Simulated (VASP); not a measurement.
Wanted: the native input for a VASP 6.6.1 run.

```yaml
Task: single point
Functional: PBE
Potentials_or_basis: VASP PAW PBE potentials, release 64 (Sb, Ga_d)
Cutoff: 520 eV
k_mesh: 11 × 11 × 11
Occupations: fermi-dirac, width 0.02 eV
Spin: no spin polarisation
Dipole_correction: no
Further_INCAR_settings: ALGO = Normal; EDIFF = 1e-07; NBANDS = 16
```

The structure of GaSb lies in POSCAR:

```
GaSb
1.0
    0.0000000000      3.1189956238      3.1189956238
    3.1189956238      0.0000000000      3.1189956238
    3.1189956238      3.1189956238      0.0000000000
Sb Ga
1 1
Direct
    0.7500000000      0.7500000000      0.7500000000
    0.0000000000      0.0000000000      0.0000000000
```

One way to write it, as run:

INCAR

```
PREC     = Accurate       # precision mode
ENCUT    = 520            # plane-wave cutoff, eV
EDIFF    = 1E-7           # SCF threshold, eV
ISMEAR   = -1             # smearing method
SIGMA    = 0.02           # smearing width, eV
LREAL    = F              # projectors in reciprocal space
LASPH    = T              # aspherical terms in the spheres
NELM     = 100            # most SCF steps
ALGO     = Normal         # electronic algorithm
ISIF     = 2              # what is computed and relaxed
LWAVE    = F              # write WAVECAR
LCHARG   = T              # write CHGCAR
GGA      = PE             # functional
LELF     = T              # ELF
LVHAR    = T            
NBANDS   = 16             # bands
```

KPOINTS

```
Automatic mesh
0
Gamma
  11 11 11
```

Potentials or basis: VASP PAW PBE potentials, release 64 (Sb, Ga_d).

Run with:

```console
$ cat potpaw_PBE.64/Sb/POTCAR potpaw_PBE.64/Ga_d/POTCAR > POTCAR
$ mpirun -np 1 vasp_std > vasp.out
```

It gave:

| Item | Value |
| --- | --- |
| Pressure | -0.4 GPa |
| Band gap on the k mesh | zero (filled and empty bands touch) |

Caveat: semilocal functionals underestimate gaps, so a narrow gap can read as zero; spin-orbit coupling is left out, which moves the levels of the heavy elements.

Wall time 76 s on 1 thread of Intel Xeon 8259CL, with other jobs on the host, peak memory 0.23 GiB.
